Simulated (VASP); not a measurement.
# V (Fd-3m) in VASP: a series of runs

V is run at these levels: LDA; tasks: single point.

All numbers are computed with VASP 6.6.1; they aren't measurements. Logs are shortened: lines on timing, memory, paths and dates and some standing lists are left out, and cuts for length are marked.

### Step 1. The cell of the first run

It takes space group Fd-3m (No. 227, cubic). The conventional cell has a = 4.807 Å, b = 4.807 Å, c = 4.807 Å, α = 90.00°, β = 90.00°, γ = 90.00°. V (site symmetry -43m) has 4 V at 2.08 Å within 2.8 Å.

This isn't the form of V at room conditions, which is bcc.

### Step 2. Single point, LDA (13.88 Å³/atom)

INCAR reads:

```
SYSTEM = V
PREC     = Accurate       ! precision mode
ENCUT    = 520            ! plane-wave cutoff, eV
EDIFF    = 1E-6           ! SCF threshold, eV
ISMEAR   = -1             ! smearing method
SIGMA    = 0.05           ! smearing width, eV
LREAL    = .False.        ! projectors in reciprocal space
LASPH    = .True.         ! aspherical terms in the spheres
NELM     = 60             ! most SCF steps
ALGO     = Normal         ! electronic algorithm
ISIF     = 2              ! what is computed and relaxed
LWAVE    = .False.        ! write WAVECAR
LCHARG   = .False.        ! write CHGCAR
NBANDS   = 20             ! bands
```

KPOINTS reads:

```
regular mesh
0
Gamma
  13 13 13
  0 0 0
```

POSCAR reads:

```
V
1.0
    0.0000000000      2.4034344094      2.4034344094
    2.4034344094      0.0000000000      2.4034344094
    2.4034344094      2.4034344094      0.0000000000
V
2
Direct
   -0.1250000000     -0.1250000000     -0.1250000000
    0.1250000000      0.1250000000      0.1250000000
```

Potentials or basis: VASP PAW LDA potentials, release 64 (V_sv).

The run is started by

```console
cat potpaw_LDA.64/V_sv/POTCAR > POTCAR
mpirun -np 1 vasp_std > vasp.out
```

OUTCAR:

```text
SYSTEM = V
   PREC = Accurate
   ENCUT = 520
   EDIFF = 1E-6
   ISMEAR = -1
   LREAL = .False.
   LASPH = .True.
   NELM = 60
   ISIF = 2

 ion  position               nearest neighbor table
   1  0.875  0.875  0.875-   2 2.08   2 2.08   2 2.08   2 2.08
   2  0.125  0.125  0.125-   1 2.08   1 2.08   1 2.08   1 2.08

  LATTYP: Found a face centered cubic cell.
 ALAT       =     4.8068688188

  Lattice vectors:

 A1 = (   0.0000000000,   2.4034344094,   2.4034344094)
 A2 = (   2.4034344094,   0.0000000000,   2.4034344094)
 A3 = (   2.4034344094,   2.4034344094,   0.0000000000)

Analysis of symmetry for initial positions (statically):
=====================================================================
 Subroutine PRICEL returns:
 Original cell was already a primitive cell.

 Routine SETGRP: Setting up the symmetry group for a
 face centered cubic supercell.

 Subroutine GETGRP returns: Found 48 space group operations
 (whereof 12 operations were pure point group operations)
 out of a pool of 48 trial point group operations.

The static configuration has the point symmetry D_3d.
 The point group associated with its full space group is O_h .

Analysis of symmetry for dynamics (positions and initial velocities):
=====================================================================
 Subroutine PRICEL returns:
 Original cell was already a primitive cell.

 Routine SETGRP: Setting up the symmetry group for a
 face centered cubic supercell.

 Subroutine GETGRP returns: Found 48 space group operations
 (whereof 12 operations were pure point group operations)
 out of a pool of 48 trial point group operations.

The dynamic configuration has the point symmetry D_3d.
 The point group associated with its full space group is O_h .

 Subroutine INISYM returns: Found 48 space group operations
 (whereof 12 operations are pure point group operations),
 and found     1 'primitive' translations

----------------------------------------------------------------------------------------

                                     Primitive cell

  volume of cell :      27.7669

  direct lattice vectors                    reciprocal lattice vectors
     0.000000000  2.403434409  2.403434409    -0.208035634  0.208035634  0.208035634
     2.403434409  0.000000000  2.403434409     0.208035634 -0.208035634  0.208035634
     2.403434409  2.403434409  0.000000000     0.208035634  0.208035634 -0.208035634

  length of vectors
     3.398969538  3.398969538  3.398969538     0.360328287  0.360328287  0.360328287

  position of ions in fractional coordinates (direct lattice)
     0.875000000  0.875000000  0.875000000
     0.125000000  0.125000000  0.125000000

  ion indices of the primitive-cell ions
   primitive index   ion index
                 1           1
                 2           2

----------------------------------------------------------------------------------------

 KPOINTS: regular mesh

Automatic generation of k-mesh.
 Grid dimensions read from file:
 generate k-points for:   13   13   13

 Generating k-lattice:

  Cartesian coordinates                     Fractional coordinates (reciprocal lattice)
    -0.016002741  0.016002741  0.016002741     0.076923077  0.000000000  0.000000000
     0.016002741 -0.016002741  0.016002741     0.000000000  0.076923077  0.000000000
     0.016002741  0.016002741 -0.016002741     0.000000000  0.000000000  0.076923077

  Length of vectors
     0.027717561  0.027717561  0.027717561

  Shift w.r.t. Gamma in fractional coordinates (k-lattice)
     0.000000000  0.000000000  0.000000000

 Subroutine IBZKPT returns following result:
 ===========================================

 Found     84 irreducible k-points:

 Following reciprocal coordinates:
            Coordinates               Weight
  0.000000  0.000000  0.000000      1.000000
  0.076923  0.000000  0.000000      8.000000
  0.153846  0.000000  0.000000      8.000000
  0.230769  0.000000  0.000000      8.000000
  0.307692  0.000000  0.000000      8.000000
  0.384615  0.000000  0.000000      8.000000
[... 16 lines left out ...]
  0.384615  0.153846  0.000000     24.000000
  0.461538  0.153846  0.000000     24.000000
 [... further k-points ...]
   k-points           NKPTS =     84   k-points in BZ     NKDIM =     84   number of bands    NBANDS=     20
   number of dos      NEDOS =    301   number of ions     NIONS =      2
   total plane-waves  NPLWV =  21952
   dimension x,y,z NGX =    28 NGY =   28 NGZ =   28
   dimension x,y,z NGXF=    56 NGYF=   56 NGZF=   56
   ions per type =               2
   NGX,Y,Z   is equivalent  to a cutoff of  13.69, 13.69, 13.69 a.u.
   NGXF,Y,Z  is equivalent  to a cutoff of  27.39, 27.39, 27.39 a.u.
 SYSTEM =  V
   PREC   = accura    normal or accurate (medium, high low for compatibility)
   ISTART =      0    job   : 0-new  1-cont  2-samecut
   ICHARG =      2    charge: 1-file 2-atom 10-const
   ISPIN  =      1    spin polarized calculation?
   LNONCOLLINEAR =      F non collinear calculations
   LSORBIT =      F    spin-orbit coupling
   LASPH  =      T    aspherical Exc in radial PAW
   ENCUT  =  520.0 eV  38.22 Ry    6.18 a.u.   6.32  6.32  6.32*2*pi/ulx,y,z
   NELM   =     60;   NELMIN=  2; NELMDL= -5     # of ELM steps
   EDIFF  = 0.1E-05   stopping-criterion for ELM
   LREAL  =      F    real-space projection
   EDIFFG = 0.1E-04   stopping-criterion for IOM
   NSW    =      0    number of steps for IOM
   IBRION =     -1    ionic relax: 0-MD 1-quasi-New 2-CG
   NFREE  =      0    steps in history (QN), initial steepest desc. (CG)
   ISIF   =      2    stress and relaxation
   ISYM   =      2    0-nonsym 1-usesym 2-fastsym
   POTIM  = 0.5000    time-step for ionic-motion
   TEBEG  =    0.0;   TEEND  =   0.0 temperature during run
   PSTRESS=    0.0 pullay stress
   NELECT =      26.0000    total number of electrons
   NUPDOWN=      -1.0000    fix difference up-down
   EMIN   =  10.00;   EMAX   =-10.00  energy-range for DOS
   EFERMI =   0.00;   METHOD = LEGACY
   ISMEAR =    -1;   SIGMA  =   0.05  broadening in eV -4-tet -1-fermi 0-gaus
   EFERMI_NEDOS =   21; number of points for ismear=-14 and -15
   IALGO  =     38    algorithm
   IMIX   =      4    mixing-type and parameters
     AMIX     =   0.40;   BMIX     =  1.00
     AMIX_MAG =   1.60;   BMIX_MAG =  1.00
  volume/ion in A,a.u.               =      13.88        93.69
  Fermi-wavevector in a.u.,A,eV,Ry     =   1.601611  3.026606 34.901085  2.565157
  Thomas-Fermi vector in A             =   2.698562
   LORBIT       =      0    0 simple, 1 ext, 2 COOP (PROOUT), +10 PAW based schemes
   GGA     = CA    functional components
   LHFCALC =     F    Hartree Fock is set to
   AEXX    =    0.0000 exact exchange contribution
   IVDW    =     0    specifies the selected vdW correction
   LEPSILON=     F    determine dielectric tensor
   LRPA    =     F    only Hartree local field effects (RPA)
 non-spin polarized calculation
  energy-cutoff  :      520.00
  volume of cell :       27.77
 maximum number of plane-waves:       763
 NGX is ok and might be reduce to    28
   NGX = 13   NGY = 13   NGZ = 13

 number of electron      26.0000008 magnetization

 Free energy of the ion-electron system (eV)
  ---------------------------------------------------
  ext. energy  EPLUGINS =         0.00000000
  ---------------------------------------------------
  free energy    TOTEN  =       -14.73610739 eV

  energy without entropy =      -14.70765452  energy(sigma->0) =      -14.72188096

 E-fermi :   9.2835     XC(G=0): -12.6527

 val. band max:        9.2822860965   @ k =   0.2308   0.1538   0.0769
 cond. band min:       9.2860051752   @ k =  -0.3846   0.3077   0.0769
 fundamental gap:      0.0037190788
 Fermi energy:         9.2835310169

 k-point     1 :       0.0000    0.0000    0.0000
  band No.  band energies     occupation
      1     -54.0566      2.00000
      2     -52.4567      2.00000
      3     -28.5544      2.00000
      4     -28.5544      2.00000
      5     -28.5544      2.00000
      6     -26.8514      2.00000
[... 12 lines left out ...]
     19      14.2776      0.00000
     20      24.0162      0.00000

 k-point     2 :       0.0769    0.0000    0.0000
  band No.  band energies     occupation
      1     -54.0401      2.00000
      2     -52.4752      2.00000
      3     -28.5698      2.00000
      4     -28.5698      2.00000
      5     -28.5576      2.00000
      6     -26.8484      2.00000
[... 12 lines left out ...]
     19      14.2708      0.00000
     20      22.7554      0.00000

 k-point     3 :       0.1538    0.0000    0.0000
  band No.  band energies     occupation
      1     -53.9922      2.00000
      2     -52.5283      2.00000
      3     -28.6111      2.00000
      4     -28.6111      2.00000
      5     -28.5676      2.00000
      6     -26.8386      2.00000
[... 12 lines left out ...]
     19      14.2437      0.00000
     20      21.3656      0.00000

 k-point     4 :       0.2308    0.0000    0.0000
  band No.  band energies     occupation
      1     -53.9182      2.00000
      2     -52.6098      2.00000
      3     -28.6660      2.00000
      4     -28.6660      2.00000
      5     -28.5839      2.00000
      6     -26.8219      2.00000
[... 12 lines left out ...]
     19      14.1795      0.00000
     20      19.8279      0.00000

 k-point     5 :       0.3077    0.0000    0.0000
  band No.  band energies     occupation
      1     -53.8280      2.00000
      2     -52.7079      2.00000
      3     -28.7208      2.00000
      4     -28.7208      2.00000
      5     -28.6040      2.00000
      6     -26.8008      2.00000
[... 12 lines left out ...]
     19      14.0593      0.00000
     20      18.0955      0.00000

 k-point     6 :       0.3846    0.0000    0.0000
  band No.  band energies     occupation
      1     -53.7392      2.00000
      2     -52.8032      2.00000
      3     -28.7639      2.00000
      4     -28.7639      2.00000
      5     -28.6225      2.00000
      6     -26.7806      2.00000
[... 12 lines left out ...]
     19      13.8811      0.00000
     20      16.4548      0.00000

 k-point     7 :       0.4615    0.0000    0.0000
  band No.  band energies     occupation
      1     -53.6800      2.00000
      2     -52.8660      2.00000
      3     -28.7874      2.00000
      4     -28.7874      2.00000
      5     -28.6337      2.00000
      6     -26.7683      2.00000
[... 12 lines left out ...]
     19      13.7081      0.00000
     20      15.3427      0.00000
[... 277 lines left out ...]
 k-point    20 :       0.1538    0.1538    0.0000
  band No.  band energies     occupation
      1     -53.9694      2.00000
      2     -52.5536      2.00000
      3     -28.6789      2.00000
      4     -28.6789      2.00000
      5     -28.4540      2.00000
      6     -26.9573      2.00000
[... 12 lines left out ...]
     19      14.4910      0.00000
     20      21.6589      0.00000

 k-point    21 :       0.2308    0.1538    0.0000
  band No.  band energies     occupation
      1     -53.9124      2.00000
      2     -52.6161      2.00000
      3     -28.7392      2.00000
      4     -28.7354      2.00000
      5     -28.4123      2.00000
      6     -26.9986      2.00000
[... 12 lines left out ...]
     19      14.5132      0.00000
     20      20.7456      0.00000

 k-point    22 :       0.3077    0.1538    0.0000
  band No.  band energies     occupation
      1     -53.8321      2.00000
      2     -52.7034      2.00000
      3     -28.8107      2.00000
      4     -28.7890      2.00000
      5     -28.3819      2.00000
      6     -27.0225      2.00000
[... 12 lines left out ...]
     19      14.4775      0.00000
     20      19.1648      0.00000

 k-point    23 :       0.3846    0.1538    0.0000
  band No.  band energies     occupation
      1     -53.7399      2.00000
      2     -52.8025      2.00000
      3     -28.8828      2.00000
      4     -28.8287      2.00000
      5     -28.3617      2.00000
      6     -27.0323      2.00000
[... 12 lines left out ...]
     19      14.3510      0.00000
     20      17.4144      0.00000

 k-point    24 :       0.4615    0.1538    0.0000
  band No.  band energies     occupation
      1     -53.6560      2.00000
      2     -52.8914      2.00000
      3     -28.9415      2.00000
      4     -28.8472      2.00000
      5     -28.3531      2.00000
      6     -27.0303      2.00000
[... 12 lines left out ...]
     19      14.0939      0.00000
     20      15.8887      0.00000

 [... further k-points ...]

------------------------ aborting loop because EDIFF is reached ----------------------------------------

  FORCE on cell =-STRESS in cart. coord.  units (eV):
  Direction    XX          YY          ZZ          XY          YZ          ZX
  --------------------------------------------------------------------------------------
  -------------------------------------------------------------------------------------
  Total        3.9407307      3.9407307      3.9407307     -0.0000000      0.0000000      0.0000000
  in kB      227.3843246    227.3843246    227.3843246     -0.0000000      0.0000000      0.0000000
  external PRESSURE =     227.3843246 kB  Pullay stress =       0.0000000 kB

 VOLUME and BASIS-vectors are now :
 -----------------------------------------------------------------------------
  energy-cutoff  :      520.00
  volume of cell :       27.77
      direct lattice vectors                 reciprocal lattice vectors
     0.000000000  2.403434409  2.403434409    -0.208035634  0.208035634  0.208035634
     2.403434409  0.000000000  2.403434409     0.208035634 -0.208035634  0.208035634
     2.403434409  2.403434409  0.000000000     0.208035634  0.208035634 -0.208035634

 POSITION                                       TOTAL-FORCE (eV/Angst)
 -----------------------------------------------------------------------------------
      4.20601      4.20601      4.20601         0.000000      0.000000      0.000000
      0.60086      0.60086      0.60086        -0.000000     -0.000000     -0.000000
 -----------------------------------------------------------------------------------
    total drift:                                0.000000     -0.000000     -0.000000

  FREE ENERGIE OF THE ION-ELECTRON SYSTEM (eV)
  ---------------------------------------------------
  free  energy   TOTEN  =       -14.7361073947 eV

  energy  without entropy=      -14.7076545217  energy(sigma->0) =      -14.72188096
```

Run time: 38 s. Hardware: 1 thread of Intel Xeon Platinum 8375C at 2.90GHz (Ice Lake), shared host; peak memory 0.16 GiB.

What came out:

| Item | Value |
| --- | --- |
| Free energy | -14.7361 eV |
| Pressure | 22.7 GPa |
| Band gap on the k mesh | zero (bands 13 and 14 overlap by 2.13 eV) |

Levels at points of the mesh, in eV from the Fermi level:
| k point | band 9 | band 10 | band 11 | band 12 | band 13 | band 14 | band 15 | band 16 | band 17 | band 18 |
| --- | --- | --- | --- | --- | --- | --- | --- | --- | --- | --- |
| (0.00, 0.00, 0.00) | -6.02 | -2.04 | -2.04 | -0.83 | -0.83 | -0.83 | 1.91 | 1.91 | 1.91 | 4.99 |

Caveat: atoms lie so close that the PAW spheres overlap strongly, which falsifies energies and pressures; the cell stands under pressure.

### Step 3. Single point, LDA (13.88 Å³/atom)

INCAR reads:

```
ALGO = Normal
EDIFF = 1E-6
ENCUT = 520
GGA = CA
ISIF = 2
ISMEAR = -1
LASPH = True
LCHARG = True
LELF = True
LREAL = False
LVHAR = True
LWAVE = False
NBANDS = 20
NELM = 80
PREC = Accurate
SIGMA = 0.05
```

KPOINTS reads:

```
k-points
0
Gamma
  13 13 13
```

POSCAR is that of step 2.

Potentials or basis: VASP PAW LDA potentials, release 64 (V_sv).

The run is started by

```console
cat potpaw_LDA.64/V_sv/POTCAR > POTCAR
mpirun -np 1 vasp_std > vasp.out
```

Run time: 43 s. Hardware: 1 thread of Intel Xeon Platinum 8375C at 2.90GHz (Ice Lake), shared host; peak memory 0.16 GiB.

It converged, with:

```
Free energy            : -14.7361 eV
Pressure               : 22.7 GPa
Band gap on the k mesh : zero (bands 13 and 14 overlap by 2.13 eV)
```

Levels at points of the mesh, in eV from the Fermi level:
```tsv
k point	band 9	band 10	band 11	band 12	band 13	band 14	band 15	band 16	band 17	band 18
(0.00, 0.00, 0.00)	-6.02	-2.04	-2.04	-0.83	-0.83	-0.83	1.91	1.91	1.91	4.99
```

Caveat: atoms lie so close that the PAW spheres overlap strongly, which falsifies energies and pressures; the cell stands under pressure.

[end of part 1 of 2]
